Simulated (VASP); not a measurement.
# Sn (Fd-3m) in VASP: notebook

Sn is run at these levels: LDA; tasks: single point.

All numbers are computed with VASP 6.6.1; they aren't measurements. Logs are shortened: lines on timing, memory, paths and dates and some standing lists are left out, and cuts for length are marked.

## (1) The cell of the first run

The structure is cubic, space group Fd-3m (No. 227). The conventional cell has a = 6.570 Å, b = 6.570 Å, c = 6.570 Å, α = 90.00°, β = 90.00°, γ = 90.00°. Within 3.7 Å of Sn (site symmetry -43m) lie 4 Sn at 2.84 Å.

## (2) Single point, LDA

INCAR

```
PREC = Accurate
ENCUT = 520
EDIFF = 1E-6
ISMEAR = 0
SIGMA = 0.1
LREAL = F
LASPH = T
NELM = 60
ALGO = Normal
ISIF = 2
LWAVE = F
LCHARG = F
GGA = CA
NBANDS = 21
```

KPOINTS

```
regular mesh
0
Gamma
  6 6 6
```

POSCAR

```
Sn
1.0
    0.0000000000      3.2849870000      3.2849870000
    3.2849870000      0.0000000000      3.2849870000
    3.2849870000      3.2849870000      0.0000000000
Sn
2
Direct
    0.5000000000      0.5000000000      0.5000000000
    0.7500000000      0.7500000000      0.7500000000
```

Potentials or basis: VASP PAW LDA potentials, release 64 (Sn_d).

Run with:

```sh
cat potpaw_LDA.64/Sn_d/POTCAR > POTCAR
mpirun -np 1 vasp_std > vasp.out
```

OUTCAR:

```text
PREC = Accurate
   ENCUT = 520
   EDIFF = 1E-6
   ISMEAR = 0
   LREAL = F
   LASPH = T
   NELM = 60
   ISIF = 2
   GGA = CA

 ion  position               nearest neighbor table
   1  0.500  0.500  0.500-   2 2.84   2 2.84   2 2.84   2 2.84
   2  0.750  0.750  0.750-   1 2.84   1 2.84   1 2.84   1 2.84

  LATTYP: Found a face centered cubic cell.
 ALAT       =     6.5699740000

  Lattice vectors:

 A1 = (   0.0000000000,   3.2849870000,   3.2849870000)
 A2 = (   3.2849870000,   0.0000000000,   3.2849870000)
 A3 = (   3.2849870000,   3.2849870000,   0.0000000000)

Analysis of symmetry for initial positions (statically):
[... 6 lines left out ...]

 Subroutine GETGRP returns: Found 48 space group operations
 (whereof 24 operations were pure point group operations)
 out of a pool of 48 trial point group operations.

The static configuration has the point symmetry T_d .
 The point group associated with its full space group is O_h .

Analysis of symmetry for dynamics (positions and initial velocities):
[... 6 lines left out ...]

 Subroutine GETGRP returns: Found 48 space group operations
 (whereof 24 operations were pure point group operations)
 out of a pool of 48 trial point group operations.

The dynamic configuration has the point symmetry T_d .
 The point group associated with its full space group is O_h .

 Subroutine INISYM returns: Found 48 space group operations
 (whereof 24 operations are pure point group operations),
 and found     1 'primitive' translations

----------------------------------------------------------------------------------------

                                     Primitive cell

  volume of cell :      70.8975

  direct lattice vectors                    reciprocal lattice vectors
     0.000000000  3.284987000  3.284987000    -0.152207604  0.152207604  0.152207604
     3.284987000  0.000000000  3.284987000     0.152207604 -0.152207604  0.152207604
     3.284987000  3.284987000  0.000000000     0.152207604  0.152207604 -0.152207604

  length of vectors
     4.645673168  4.645673168  4.645673168     0.263631303  0.263631303  0.263631303

  position of ions in fractional coordinates (direct lattice)
     0.500000000  0.500000000  0.500000000
     0.750000000  0.750000000  0.750000000

  ion indices of the primitive-cell ions
   primitive index   ion index
                 1           1
                 2           2

[... 56 lines left out ...]
   ISPIN  =      1    spin polarized calculation?
   LNONCOLLINEAR =      F non collinear calculations
   LSORBIT =      F    spin-orbit coupling
   LASPH  =      T    aspherical Exc in radial PAW
   ENCUT  =  520.0 eV  38.22 Ry    6.18 a.u.   8.64  8.64  8.64*2*pi/ulx,y,z
   NELM   =     60;   NELMIN=  2; NELMDL= -5     # of ELM steps
   EDIFF  = 0.1E-05   stopping-criterion for ELM
   LREAL  =      F    real-space projection
   EDIFFG = 0.1E-04   stopping-criterion for IOM
   NSW    =      0    number of steps for IOM
   IBRION =     -1    ionic relax: 0-MD 1-quasi-New 2-CG
   NFREE  =      0    steps in history (QN), initial steepest desc. (CG)
   ISIF   =      2    stress and relaxation
   ISYM   =      2    0-nonsym 1-usesym 2-fastsym
   POTIM  = 0.5000    time-step for ionic-motion
   TEBEG  =    0.0;   TEEND  =   0.0 temperature during run
   PSTRESS=    0.0 pullay stress
   NELECT =      28.0000    total number of electrons
   NUPDOWN=      -1.0000    fix difference up-down
   EMIN   =  10.00;   EMAX   =-10.00  energy-range for DOS
   EFERMI =   0.00;   METHOD = LEGACY
   ISMEAR =     0;   SIGMA  =   0.10  broadening in eV -4-tet -1-fermi 0-gaus
   EFERMI_NEDOS =   21; number of points for ismear=-14 and -15
   IALGO  =     38    algorithm
   IMIX   =      4    mixing-type and parameters
     AMIX     =   0.40;   BMIX     =  1.00
     AMIX_MAG =   1.60;   BMIX_MAG =  1.00
  volume/ion in A,a.u.               =      35.45       239.22
  Fermi-wavevector in a.u.,A,eV,Ry     =   1.201113  2.269774 19.628749  1.442672
  Thomas-Fermi vector in A             =   2.336931
   LORBIT       =      0    0 simple, 1 ext, 2 COOP (PROOUT), +10 PAW based schemes
   GGA     = CA    functional components
   LHFCALC =     F    Hartree Fock is set to
   AEXX    =    0.0000 exact exchange contribution
   IVDW    =     0    specifies the selected vdW correction
   LEPSILON=     F    determine dielectric tensor
   LRPA    =     F    only Hartree local field effects (RPA)
 non-spin polarized calculation
 Gauss-broadening in eV      SIGMA  =   0.10
  energy-cutoff  :      520.00
  volume of cell :       70.90
 maximum number of plane-waves:      1932
 NGX is ok and might be reduce to    36
   NGX = 17   NGY = 17   NGZ = 17

 number of electron      27.9999985 magnetization

 Free energy of the ion-electron system (eV)
  ---------------------------------------------------
  ext. energy  EPLUGINS =         0.00000000
  ---------------------------------------------------
  free energy    TOTEN  =        -8.89096940 eV

  energy without entropy =       -8.88951980  energy(sigma->0) =       -8.89024460

 E-fermi :   4.8205     XC(G=0):  -9.0324

 val. band max:        4.8165643206   @ k =   0.5000   0.0000   0.0000
 cond. band min:       4.9881432685   @ k =   0.3333   0.0000   0.0000
 fundamental gap:      0.1715789479
 Fermi energy:         4.8204994430

 k-point     1 :       0.0000    0.0000    0.0000
  band No.  band energies     occupation
      1     -16.5523      2.00000
      2     -16.5523      2.00000
      3     -16.5523      2.00000
      4     -16.4961      2.00000
      5     -16.4961      2.00000
      6     -16.2131      2.00000
[... 373 lines left out ...]
     20      13.7543      0.00000
     21      15.0331      0.00000

------------------------ aborting loop because EDIFF is reached ----------------------------------------

  FORCE on cell =-STRESS in cart. coord.  units (eV):
  Direction    XX          YY          ZZ          XY          YZ          ZX
  --------------------------------------------------------------------------------------
  -------------------------------------------------------------------------------------
  Total       -0.7736502     -0.7736502     -0.7736502      0.0000000      0.0000000      0.0000000
  in kB      -17.4833347    -17.4833347    -17.4833347      0.0000000      0.0000000      0.0000000
  external PRESSURE =     -17.4833347 kB  Pullay stress =       0.0000000 kB

 VOLUME and BASIS-vectors are now :
 -----------------------------------------------------------------------------
  energy-cutoff  :      520.00
  volume of cell :       70.90
      direct lattice vectors                 reciprocal lattice vectors
     0.000000000  3.284987000  3.284987000    -0.152207604  0.152207604  0.152207604
     3.284987000  0.000000000  3.284987000     0.152207604 -0.152207604  0.152207604
     3.284987000  3.284987000  0.000000000     0.152207604  0.152207604 -0.152207604

 POSITION                                       TOTAL-FORCE (eV/Angst)
 -----------------------------------------------------------------------------------
      3.28499      3.28499      3.28499         0.000000     -0.000000      0.000000
      4.92748      4.92748      4.92748        -0.000000      0.000000     -0.000000
 -----------------------------------------------------------------------------------
    total drift:                                0.000000      0.000000      0.000000

  FREE ENERGIE OF THE ION-ELECTRON SYSTEM (eV)
  ---------------------------------------------------
  free  energy   TOTEN  =        -8.8909694017 eV

  energy  without entropy=       -8.8895198004  energy(sigma->0) =       -8.89024460
```

stdout:

```text
POSCAR found type information on POSCAR Sn
 POSCAR found :  1 types and       2 ions
 scaLAPACK will be used
 LDA part: xc-table for (Slater(with rela. corr.)+CA(PZ))
 , standard interpolation
 POSCAR, INCAR and KPOINTS ok, starting setup
 FFT: planning ... GRIDC
 FFT: planning ... GRID_SOFT
 FFT: planning ... GRID
 WAVECAR not read
 entering main loop
```

Wall time 16 s (1 thread of Intel Xeon Platinum 8375C at 2.90GHz (Ice Lake), shared host); peak memory 0.17 GiB.

What came out:

```yaml
Free_energy: -8.8910 eV
Pressure: -1.7 GPa
Band_gap_on_the_k_mesh: zero (band 14 reaches 5.08 eV, above the bottom of band 15 at 4.82 eV)
```

Caveat: spin-orbit coupling is left out, which moves the levels of the heavy elements.

## (3) Single point, LDA

This run uses another cell than the first one, of 33.91 Å³/atom, 0.957 times its volume.

INCAR

```
PREC = Accurate ; ENCUT = 520
EDIFF = 1E-7 ; ISMEAR = 0
SIGMA = 0.1 ; LREAL = False
LASPH = True ; NELM = 80
ALGO = Normal ; ISIF = 2
LWAVE = False ; LCHARG = False
GGA = CA ; NBANDS = 21
```

KPOINTS

```
regular mesh
0
Gamma
  12 12 12
```

POSCAR

```
Sn
1.0
    0.0000000000      3.2368371019      3.2368371019
    3.2368371019      0.0000000000      3.2368371019
    3.2368371019      3.2368371019      0.0000000000
Sn
2
Direct
    0.5000000000      0.5000000000      0.5000000000
    0.7500000000      0.7500000000      0.7500000000
```

Potentials or basis: VASP PAW LDA potentials, release 64 (Sn_d).

Run with:

```sh
cat potpaw_LDA.64/Sn_d/POTCAR > POTCAR
mpirun -np 1 vasp_std > vasp.out
```

Run time: 69 s. Hardware: 1 thread of Intel Xeon Platinum 8375C at 2.90GHz (Ice Lake), shared host; peak memory 0.22 GiB.

It converged, with:

| Quantity | Value |
| --- | --- |
| Free energy | -8.9426 eV |
| Pressure | 0.0 GPa |
| Band gap on the k mesh | zero (band 14 reaches 5.53 eV, above the bottom of band 15 at 5.36 eV) |

Levels at points of the mesh, in eV from the Fermi level:
| k point | band 10 | band 11 | band 12 | band 13 | band 14 | band 15 | band 16 | band 17 | band 18 | band 19 |
| --- | --- | --- | --- | --- | --- | --- | --- | --- | --- | --- |
| (0.00, 0.00, 0.00) | -21.22 | -10.68 | -0.73 | 0.10 | 0.10 | 0.10 | 2.16 | 2.16 | 2.16 | 4.88 |
| (0.50, 0.00, 0.00) | -21.17 | -9.05 | -6.35 | -1.11 | -1.11 | -0.07 | 3.24 | 3.24 | 5.54 | 8.43 |
| (0.50, 0.50, 0.00) | -21.15 | -7.57 | -7.57 | -2.47 | -2.47 | 0.77 | 0.77 | 7.71 | 7.71 | 9.26 |

Caveat: spin-orbit coupling is left out, which moves the levels of the heavy elements.

## (4) Single point, LDA

This run uses another cell than the first one, of 33.95 Å³/atom, 0.958 times its volume.

INCAR

```
SYSTEM = Sn
ALGO     = Normal         ! electronic algorithm
EDIFF    = 1E-6           ! SCF threshold, eV
ENCUT    = 520            ! plane-wave cutoff, eV
GGA      = CA             ! functional
ISIF     = 2              ! what is computed and relaxed
ISMEAR   = -1             ! smearing method
LASPH    = .TRUE.         ! aspherical terms in the spheres
LCHARG   = .FALSE.        ! write CHGCAR
LREAL    = .FALSE.        ! projectors in reciprocal space
LWAVE    = .FALSE.        ! write WAVECAR
NBANDS   = 21             ! bands
NELM     = 80             ! most SCF steps
PREC     = Accurate       ! precision mode
SIGMA    = 0.15           ! smearing width, eV
```

KPOINTS

```
k-points
0
G
  12 12 12
  0 0 0
```

POSCAR

```
Sn
1.0
    0.0000000000      3.2378809826      3.2378809826
    3.2378809826      0.0000000000      3.2378809826
    3.2378809826      3.2378809826      0.0000000000
Sn
2
Direct
    0.5000000000      0.5000000000      0.5000000000
    0.7500000000      0.7500000000      0.7500000000
```

Run with:

```sh
cat potpaw_LDA.64/Sn_d/POTCAR > POTCAR
mpirun -np 1 vasp_std > vasp.out
```

Run time: 66 s. Hardware: 1 thread of Intel Xeon Platinum 8375C at 2.90GHz (Ice Lake), shared host; peak memory 0.22 GiB.

The run converged. Its results:

- Free energy: -8.9488 eV
- Pressure: 0.0 GPa
- Band gap on the k mesh: zero (band 14 reaches 5.52 eV, above the bottom of band 15 at 5.34 eV)

Levels at points of the mesh, in eV from the Fermi level:
```csv
k point,band 10,band 11,band 12,band 13,band 14,band 15,band 16,band 17,band 18,band 19
"(0.00, 0.00, 0.00)",-21.27,-10.73,-0.79,0.05,0.05,0.05,2.11,2.11,2.11,4.82
"(0.50, 0.00, 0.00)",-21.23,-9.09,-6.40,-1.16,-1.16,-0.13,3.19,3.19,5.49,8.38
"(0.50, 0.50, 0.00)",-21.20,-7.62,-7.62,-2.52,-2.52,0.72,0.72,7.65,7.65,9.20
```

Caveat: spin-orbit coupling is left out, which moves the levels of the heavy elements.

## (5) The runs side by side

```tsv
cell	k mesh	smearing	gap on the mesh (eV)	pressure (GPa)
a = 4.646 Å, angles 60.0°, 2 atoms	6 × 6 × 6	gaussian 0.1 eV	none	-1.7
a = 4.578 Å, angles 60.0°, 2 atoms	12 × 12 × 12	gaussian 0.1 eV	none	0.0
a = 4.579 Å, angles 60.0°, 2 atoms	12 × 12 × 12	fermi-dirac 0.15 eV	none	0.0
```

Alike in all rows: task single point; level LDA; potentials or basis VASP PAW LDA potentials, release 64 (Sn_d); no spin polarisation; cutoff (eV) 520.

Caveats: spin-orbit coupling is left out, which moves the levels of the heavy elements.

Absolute energies hang on the potentials; compare differences alone.
